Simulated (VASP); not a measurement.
Set up this calculation in VASP 6.6.1, as the native input.

```yaml
Task: single point
Functional: PBE
Dispersion: D3(BJ)
Potentials_or_basis: VASP PAW PBE potentials, release 64 (P)
Cutoff: 520 eV
k_mesh: 12 × 12 × 10
Occupations: gaussian, width 0.05 eV
Spin: no spin polarisation
Dipole_correction: no
Further_INCAR_settings: ALGO = Normal; EDIFF = 1e-07; NBANDS = 18
```

The structure of P lies in POSCAR:

```
P
1.0
    1.6582000000     -5.2420000000      0.0000000000
    1.6582000000      5.2420000000      0.0000000000
    0.0000000000      0.0000000000      4.3793000000
P
4
Direct
    0.8975786610      0.1024213390      0.0798002434
    0.6024213390      0.3975786610      0.5798002434
    0.1024213390      0.8975786610      0.9201997566
    0.3975786610      0.6024213390      0.4201997566
```

These files were run (other wordings do the same):

INCAR

```
SYSTEM = P
ALGO = Normal
EDIFF = 1E-7
ENCUT = 520
GGA = PE
ISIF = 2
ISMEAR = 0
IVDW = 12
LASPH = .TRUE.
LCHARG = .FALSE.
LREAL = .FALSE.
LWAVE = .FALSE.
NBANDS = 18
NELM = 100
PREC = Accurate
SIGMA = 0.05
```

KPOINTS

```
k-points
0
G
  12 12 10
  0 0 0
```

Potentials or basis: VASP PAW PBE potentials, release 64 (P).

Launch:

```sh
$ cat potpaw_PBE.64/P/POTCAR > POTCAR
$ mpirun -np 1 vasp_std > vasp.out
```

Results of the run:

| Quantity | Value |
| --- | --- |
| Pressure | -2.1 GPa |
| Largest force | 0.056 eV/Å |
| Band gap on the k mesh | zero (bands 10 and 11 overlap by 0.08 eV) |
| Dispersion energy per atom | -0.367 eV |

Run time: 3.7 min on 1 thread of Intel(R) Xeon(R) Platinum 8559C (Emerald Rapids), on a shared host, peak memory 0.4 GiB.
